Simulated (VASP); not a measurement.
A run of VASP 6.6.1 is set up as follows.

Contents of INCAR:

```
  PREC = Accurate
  ENCUT = 520
  EDIFF = 1E-6
  ISMEAR = 0
  SIGMA = 0.1
  LREAL = F
  LASPH = T
  NELM = 80
  ALGO = Normal
  ISIF = 2
  LWAVE = F
  LCHARG = T
  GGA = PE
  LELF = T
  LVHAR = T
  NBANDS = 24
```

The input KPOINTS:

```
regular mesh
0
Gamma
  12 12 6
```

The input POSCAR:

```
OsSe4
1.0
    4.4963890579      0.0000000000      0.0000000000
   -2.2481945290      3.8939871495      0.0000000000
    0.0000000000      0.0000000000      6.4221521195
Os Se
1 4
Direct
    0.0000000000      0.0000000000      0.0000000000
    0.3333333333      0.6666666667      0.7780193710
    0.3333333333      0.6666666667      0.2219806290
    0.6666666667      0.3333333333      0.2219806290
    0.6666666667      0.3333333333      0.7780193710
```

Potentials or basis: VASP PAW PBE potentials, release 64 (Os, Se).

The run is started by

```bash
$ cat potpaw_PBE.64/Os/POTCAR potpaw_PBE.64/Se/POTCAR > POTCAR
$ mpirun -np 1 vasp_std > vasp.out
```

Task: Estimate the pressure.

Result: 0.1 GPa.

Task: Estimate the band gap on the k mesh.

Result: Zero (bands 16 and 17 overlap by 1.02 eV).

Task: Estimate the largest force.

Result: 0.007 eV/Å.

Forces in eV/Å, atoms in the order of the input:
```
Os   0.000  0.000  0.000
Se   0.000  0.000 -0.007
Se   0.000  0.000  0.007
Se   0.000  0.000  0.007
Se   0.000  0.000 -0.007
```

Caveat: spin-orbit coupling is left out, which moves the levels of the heavy elements; this functional lacks dispersion, which binds layers or chains, so the pressure and a relaxed spacing across them are unreliable.
